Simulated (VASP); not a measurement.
# Mg (P6_3/mmc) in VASP: further runs

Mg is run at these levels: LDA; tasks: single point, relaxation of cell and atoms.

Program: VASP 6.6.1. These are calculated values, not measurements. Logs are shortened: lines on timing, memory, paths and dates and some standing lists are left out, and cuts for length are marked.

## 1. The cell of the first run

Symmetry: P6_3/mmc, No. 194, hexagonal system. Conventional cell: a = 3.146 Å, b = 3.146 Å, c = 5.036 Å, α = 90.00°, β = 90.00°, γ = 120.00°. Mg (site symmetry -6m2) has 12 Mg at 3.10 to 3.15 Å within 4.1 Å.

## 2. Single point, LDA

File INCAR:

```
ALGO     = Fast           # electronic algorithm
EDIFF    = 1E-7           # SCF threshold, eV
ENCUT    = 520            # plane-wave cutoff, eV
ISIF     = 2              # what is computed and relaxed
ISMEAR   = 0              # smearing method
LASPH    = True           # aspherical terms in the spheres
LCHARG   = False          # write CHGCAR
LREAL    = False          # projectors in reciprocal space
LWAVE    = False          # write WAVECAR
NBANDS   = 9              # bands
NELM     = 80             # most SCF steps
PREC     = Accurate       # precision mode
SIGMA    = 0.1            # smearing width, eV
```

File KPOINTS:

```
k-points
0
Gamma
  15 15 8
```

File POSCAR:

```
Mg
1.0
    3.1456320830      0.0000000000      0.0000000000
   -1.5728160415      2.7241972949      0.0000000000
    0.0000000000      0.0000000000      5.0362414218
Mg
2
Direct
    0.3333333333      0.6666666667      0.2500000000
    0.6666666667      0.3333333333      0.7500000000
```

Potentials or basis: VASP PAW LDA potentials, release 64 (Mg).

Started as:

```
$ cat potpaw_LDA.64/Mg/POTCAR > POTCAR
$ mpirun -np 1 vasp_std > vasp.out
```

OUTCAR:

```text
EDIFF = 1E-7
   ENCUT = 520
   ISIF = 2
   ISMEAR = 0
   LASPH = True
   LREAL = False
   NELM = 80
   PREC = Accurate

 ion  position               nearest neighbor table
   1  0.333  0.667  0.250-   2 3.10   2 3.10   2 3.10   2 3.10   2 3.10   2 3.10
   2  0.667  0.333  0.750-   1 3.10   1 3.10   1 3.10   1 3.10   1 3.10   1 3.10

  LATTYP: Found a hexagonal cell.
 ALAT       =     3.1456320830
 C/A-ratio  =     1.6010268489

  Lattice vectors:

 A1 = (   3.1456320830,   0.0000000000,   0.0000000000)
 A2 = (  -1.5728160415,   2.7241972949,   0.0000000000)
 A3 = (   0.0000000000,   0.0000000000,   5.0362414218)

Analysis of symmetry for initial positions (statically):
=====================================================================
 Subroutine PRICEL returns:
 Original cell was already a primitive cell.

 Routine SETGRP: Setting up the symmetry group for a
 hexagonal supercell.

 Subroutine GETGRP returns: Found 24 space group operations
 (whereof 12 operations were pure point group operations)
 out of a pool of 24 trial point group operations.

The static configuration has the point symmetry D_3d.
 The point group associated with its full space group is D_6h.

Analysis of symmetry for dynamics (positions and initial velocities):
=====================================================================
 Subroutine PRICEL returns:
 Original cell was already a primitive cell.

 Routine SETGRP: Setting up the symmetry group for a
 hexagonal supercell.

 Subroutine GETGRP returns: Found 24 space group operations
 (whereof 12 operations were pure point group operations)
 out of a pool of 24 trial point group operations.

The dynamic configuration has the point symmetry D_3d.
 The point group associated with its full space group is D_6h.

 Subroutine INISYM returns: Found 24 space group operations
 (whereof 12 operations are pure point group operations),
 and found     1 'primitive' translations

----------------------------------------------------------------------------------------

                                     Primitive cell

  volume of cell :      43.1572

  direct lattice vectors                    reciprocal lattice vectors
     3.145632083  0.000000000  0.000000000     0.317901132  0.183540304  0.000000000
    -1.572816042  2.724197295  0.000000000     0.000000000  0.367080608  0.000000000
     0.000000000  0.000000000  5.036241422     0.000000000  0.000000000  0.198560775

  length of vectors
     3.145632083  3.145632083  5.036241422     0.367080608  0.367080608  0.198560775

  position of ions in fractional coordinates (direct lattice)
     0.333333333  0.666666667  0.250000000
     0.666666667  0.333333333  0.750000000

  ion indices of the primitive-cell ions
   primitive index   ion index
                 1           1
                 2           2

----------------------------------------------------------------------------------------

 KPOINTS: k-points

Automatic generation of k-mesh.
 Grid dimensions read from file:
 generate k-points for:   15   15    8

 Generating k-lattice:

  Cartesian coordinates                     Fractional coordinates (reciprocal lattice)
     0.021193409  0.012236020  0.000000000     0.066666667  0.000000000  0.000000000
     0.000000000  0.024472041  0.000000000     0.000000000  0.066666667  0.000000000
     0.000000000  0.000000000  0.024820097     0.000000000  0.000000000  0.125000000

  Length of vectors
     0.024472041  0.024472041  0.024820097

  Shift w.r.t. Gamma in fractional coordinates (k-lattice)
     0.000000000  0.000000000  0.000000000

 Subroutine IBZKPT returns following result:
 ===========================================

 Found    135 irreducible k-points:

 Following reciprocal coordinates:
            Coordinates               Weight
  0.000000  0.000000  0.000000      1.000000
  0.066667 -0.000000  0.000000      6.000000
  0.133333  0.000000  0.000000      6.000000
  0.200000 -0.000000  0.000000      6.000000
  0.266667  0.000000  0.000000      6.000000
  0.333333 -0.000000  0.000000      6.000000
[... 16 lines left out ...]
  0.333333  0.200000  0.000000     12.000000
  0.400000  0.200000  0.000000      6.000000
 [... further k-points ...]
   k-points           NKPTS =    135   k-points in BZ     NKDIM =    135   number of bands    NBANDS=      9
   number of dos      NEDOS =    301   number of ions     NIONS =      2
   total plane-waves  NPLWV =  23040
   dimension x,y,z NGX =    24 NGY =   24 NGZ =   40
   dimension x,y,z NGXF=    48 NGYF=   48 NGZF=   80
   ions per type =               2
   NGX,Y,Z   is equivalent  to a cutoff of  12.68, 12.68, 13.20 a.u.
   NGXF,Y,Z  is equivalent  to a cutoff of  25.37, 25.37, 26.41 a.u.
 SYSTEM =  unknown system
   PREC   = accura    normal or accurate (medium, high low for compatibility)
   ISTART =      0    job   : 0-new  1-cont  2-samecut
   ICHARG =      2    charge: 1-file 2-atom 10-const
   ISPIN  =      1    spin polarized calculation?
   LNONCOLLINEAR =      F non collinear calculations
   LSORBIT =      F    spin-orbit coupling
   LASPH  =      T    aspherical Exc in radial PAW
   ENCUT  =  520.0 eV  38.22 Ry    6.18 a.u.   5.85  5.85  9.36*2*pi/ulx,y,z
   NELM   =     80;   NELMIN=  2; NELMDL= -5     # of ELM steps
   EDIFF  = 0.1E-06   stopping-criterion for ELM
   LREAL  =      F    real-space projection
   EDIFFG = 0.1E-05   stopping-criterion for IOM
   NSW    =      0    number of steps for IOM
   IBRION =     -1    ionic relax: 0-MD 1-quasi-New 2-CG
   NFREE  =      0    steps in history (QN), initial steepest desc. (CG)
   ISIF   =      2    stress and relaxation
   ISYM   =      2    0-nonsym 1-usesym 2-fastsym
   POTIM  = 0.5000    time-step for ionic-motion
   TEBEG  =    0.0;   TEEND  =   0.0 temperature during run
   PSTRESS=    0.0 pullay stress
   NELECT =       4.0000    total number of electrons
   NUPDOWN=      -1.0000    fix difference up-down
   EMIN   =  10.00;   EMAX   =-10.00  energy-range for DOS
   EFERMI =   0.00;   METHOD = LEGACY
   ISMEAR =     0;   SIGMA  =   0.10  broadening in eV -4-tet -1-fermi 0-gaus
   EFERMI_NEDOS =   21; number of points for ismear=-14 and -15
   IALGO  =     68    algorithm
   IMIX   =      4    mixing-type and parameters
     AMIX     =   0.40;   BMIX     =  1.00
     AMIX_MAG =   1.60;   BMIX_MAG =  1.00
  volume/ion in A,a.u.               =      21.58       145.62
  Fermi-wavevector in a.u.,A,eV,Ry     =   0.740873  1.400047  7.468142  0.548893
  Thomas-Fermi vector in A             =   1.835379
   LORBIT       =      0    0 simple, 1 ext, 2 COOP (PROOUT), +10 PAW based schemes
   GGA     = CA    functional components
   LHFCALC =     F    Hartree Fock is set to
   AEXX    =    0.0000 exact exchange contribution
   IVDW    =     0    specifies the selected vdW correction
   LEPSILON=     F    determine dielectric tensor
   LRPA    =     F    only Hartree local field effects (RPA)
 non-spin polarized calculation
 RMM-DIIS sequential band-by-band and
 Gauss-broadening in eV      SIGMA  =   0.10
  energy-cutoff  :      520.00
  volume of cell :       43.16
 maximum number of plane-waves:      1182
 NGX is ok and might be reduce to    24
   NGX = 11   NGY = 11   NGZ = 19

 number of electron       4.0000000 magnetization

 Free energy of the ion-electron system (eV)
  ---------------------------------------------------
  ext. energy  EPLUGINS =         0.00000000
  ---------------------------------------------------
  free energy    TOTEN  =        -3.62299958 eV

  energy without entropy =       -3.61831722  energy(sigma->0) =       -3.62065840

 E-fermi :   2.7938     XC(G=0):  -8.8813

 val. band max:        2.7713980082   @ k =   0.3333   0.1333   0.1250
 cond. band min:       2.8060506785   @ k =   0.3333   0.1333   0.0000
 fundamental gap:      0.0346526703
 Fermi energy:         2.7937642956

 k-point     1 :       0.0000    0.0000    0.0000
  band No.  band energies     occupation
      1      -4.3913      2.00000
      2       1.1215      2.00000
      3       1.6589      2.00000
      4      13.9032      0.00000
      5      13.9032      0.00000
      6      14.0394      0.00000
      7      14.0394      0.00000
      8      15.0473      0.00000
      9      16.6002      0.00000

 k-point     2 :       0.0667   -0.0000    0.0000
  band No.  band energies     occupation
      1      -4.3011      2.00000
      2       1.2030      2.00000
      3       1.7463      2.00000
      4      12.1320      0.00000
      5      12.9289      0.00000
      6      13.7858      0.00000
      7      15.1408      0.00000
      8      15.8750      0.00000
      9      16.9348      0.00000

 k-point     3 :       0.1333    0.0000    0.0000
  band No.  band energies     occupation
      1      -4.0309      2.00000
      2       1.4477      2.00000
      3       2.0060      2.00000
      4      10.0471      0.00000
      5      12.0356      0.00000
      6      12.8248      0.00000
      7      14.9424      0.00000
      8      15.6803      0.00000
      9      16.2864      0.00000

 k-point     4 :       0.2000   -0.0000    0.0000
  band No.  band energies     occupation
      1      -3.5824      2.00000
      2       1.8559      2.00000
      3       2.4295      2.00000
      4       8.0498      0.00000
      5      11.2916      0.00000
      6      11.7982      0.00000
      7      12.9534      0.00000
      8      14.3533      0.00000
      9      15.9696      0.00000

 k-point     5 :       0.2667    0.0000    0.0000
  band No.  band energies     occupation
      1      -2.9584      2.00000
      2       2.4281      2.00000
      3       2.9877      0.00610
      4       6.2104      0.00000
      5      10.6976      0.00000
      6      10.7197      0.00000
      7      11.0803      0.00000
      8      13.1195      0.00000
      9      15.2981      0.00000

 k-point     6 :       0.3333   -0.0000    0.0000
  band No.  band energies     occupation
      1      -2.1624      2.00000
      2       3.1646      0.00000
      3       3.4525      0.00000
      4       4.7631      0.00000
      5       9.3552      0.00000
      6       9.5460      0.00000
      7      10.2530      0.00000
      8      12.2071      0.00000
      9      14.7873      0.00000
[... 169 lines left out ...]
 k-point    21 :       0.2000    0.2000    0.0000
  band No.  band energies     occupation
      1      -1.9865      2.00000
      2       3.3284      0.00000
      3       3.7482      0.00000
      4       5.6055      0.00000
      5       6.2546      0.00000
      6      10.4438      0.00000
      7      11.1333      0.00000
      8      11.3853      0.00000
      9      12.3515      0.00000

 k-point    22 :       0.2667    0.2000    0.0000
  band No.  band energies     occupation
      1      -1.1123      2.00000
      2       3.7102      0.00000
      3       4.1473      0.00000
      4       4.7020      0.00000
      5       5.9347      0.00000
      6       9.0584      0.00000
      7      10.1826      0.00000
      8      10.4543      0.00000
      9      11.7058      0.00000

 k-point    23 :       0.3333    0.2000    0.0000
  band No.  band energies     occupation
      1      -0.0758      2.00000
      2       2.4327      2.00000
      3       4.7137      0.00000
      4       5.1266      0.00000
      5       6.3301      0.00000
      6       7.6167      0.00000
      7       8.9506      0.00000
      8      10.1660      0.00000
      9      11.4153      0.00000

 k-point    24 :       0.4000    0.2000    0.0000
  band No.  band energies     occupation
      1       1.1020      2.00000
      2       1.1254      2.00000
      3       4.7098      0.00000
      4       6.1031      0.00000
      5       6.4804      0.00000
      6       6.8041      0.00000
      7       8.2462      0.00000
      8      10.0751      0.00000
      9      11.3250      0.00000

 [... further k-points ...]

------------------------ aborting loop because EDIFF is reached ----------------------------------------

  FORCE on cell =-STRESS in cart. coord.  units (eV):
  Direction    XX          YY          ZZ          XY          YZ          ZX
  --------------------------------------------------------------------------------------
  -------------------------------------------------------------------------------------
  Total       -0.0773455     -0.0773455     -0.0773813      0.0000000     -0.0000000      0.0000000
  in kB       -2.8713939     -2.8713939     -2.8727214      0.0000000     -0.0000000      0.0000000
  external PRESSURE =      -2.8718364 kB  Pullay stress =       0.0000000 kB

 VOLUME and BASIS-vectors are now :
 -----------------------------------------------------------------------------
  energy-cutoff  :      520.00
  volume of cell :       43.16
      direct lattice vectors                 reciprocal lattice vectors
     3.145632083  0.000000000  0.000000000     0.317901132  0.183540304  0.000000000
    -1.572816042  2.724197295  0.000000000     0.000000000  0.367080608  0.000000000
     0.000000000  0.000000000  5.036241422     0.000000000  0.000000000  0.198560775

 POSITION                                       TOTAL-FORCE (eV/Angst)
 -----------------------------------------------------------------------------------
     -0.00000      1.81613      1.25906         0.000000     -0.000000      0.000000
      1.57282      0.90807      3.77718        -0.000000      0.000000      0.000000
 -----------------------------------------------------------------------------------
    total drift:                                0.000000     -0.000000      0.000000

  FREE ENERGIE OF THE ION-ELECTRON SYSTEM (eV)
  ---------------------------------------------------
  free  energy   TOTEN  =        -3.6229995777 eV

  energy  without entropy=       -3.6183172231  energy(sigma->0) =       -3.62065840
```

It took 62 s on 1 thread of AMD EPYC 7R13, shared host; peak memory 0.14 GiB.

What came out:

| Item | Value |
| --- | --- |
| Free energy | -3.6230 eV |
| Pressure | -0.3 GPa |
| Band gap on the k mesh | zero (band 2 reaches 3.71 eV, above the bottom of band 3 at 1.66 eV) |

## 3. Relaxation of cell and atoms, LDA

This run uses another cell than the first one, of 22.93 Å³/atom, 1.062 times its volume.

File INCAR:

```
PREC     = Accurate       # precision mode
ENCUT    = 600            # plane-wave cutoff, eV
EDIFF    = 1E-7           # SCF threshold, eV
ISMEAR   = 0              # smearing method
SIGMA    = 0.1            # smearing width, eV
LREAL    = F              # projectors in reciprocal space
LASPH    = T              # aspherical terms in the spheres
NELM     = 80             # most SCF steps
ALGO     = Fast           # electronic algorithm
ISIF     = 3              # what is computed and relaxed
LWAVE    = F              # write WAVECAR
LCHARG   = F              # write CHGCAR
IBRION   = 2              # ionic algorithm
NSW      = 70             # ionic steps
EDIFFG   = -0.005         # ionic threshold
```

File KPOINTS:

```
regular mesh
0
Gamma
  15 15 8
```

File POSCAR:

```
Mg
1.0
    3.2100636628      0.0000000000      0.0000000000
   -1.6050318314      2.7799966797      0.0000000000
    0.0000000000      0.0000000000      5.1379319477
Mg
2
Direct
    0.3333333333      0.6666666667      0.2500000000
    0.6666666667      0.3333333333      0.7500000000
```

Potentials or basis: VASP PAW LDA potentials, release 64 (Mg).

Started as:

```
$ cat potpaw_LDA.64/Mg/POTCAR > POTCAR
$ mpirun -np 1 vasp_std > vasp.out
```

Wall time 3 min (1 thread of AMD EPYC 7R13, shared host); peak memory 0.17 GiB.

Results (log left out):

```
Free energy                            : -3.6234 eV
Relaxed volume                         : 21.42 Å³/atom
Relaxed cell                           : a = 3.138 Å, b = 3.138 Å, c = 5.023 Å, α = 90.00°, β = 90.00°, γ = 120.00°
Space group after relaxing (to 0.05 Å) : P6_3/mmc (No. 194)
Energy gained by relaxing              : 11.9 meV/atom
Ionic steps                            : 5
Pressure after relaxing                : 0.0 GPa
Band gap on the k mesh                 : zero (band 2 reaches 3.75 eV, above the bottom of band 3 at 1.70 eV)
```

Step by step:
| step | energy change (eV) | largest force (eV/Å) | pressure (GPa) | volume (Å³) |
| --- | --- | --- | --- | --- |
| 1 | 0.0000 | 0.0000 | -2.40 | 45.85 |
| 2 | -0.0222 | 0.0000 | -0.69 | 43.61 |
| 3 | -0.0238 | 0.0000 | -0.03 | 42.88 |
| 4 | -0.0238 | 0.0000 | 0.03 | 42.82 |
| 5 | -0.0238 | 0.0000 | 0.00 | 42.85 |

Final structure:
```
Mg
1.0
     3.13848    0.00000    0.00000
    -1.56924    2.71801    0.00000
     0.00000    0.00000    5.02292
Mg
2
Direct
  0.33333 0.66667 0.25000
  0.66667 0.33333 0.75000
```

Levels at points of the mesh, in eV from the Fermi level:
| k point | band 1 | band 2 | band 3 | band 4 | band 5 | band 6 |
| --- | --- | --- | --- | --- | --- | --- |
| (0.00, 0.00, 0.00) | -7.22 | -1.68 | -1.13 | 11.15 | 11.15 | 11.30 |
| (0.00, 0.00, 0.50) | -5.73 | -5.73 | 5.45 | 5.45 | 11.91 | 11.91 |

LDA usually gives volumes a few per cent too small. Zero-point motion and thermal expansion aren't in these numbers.
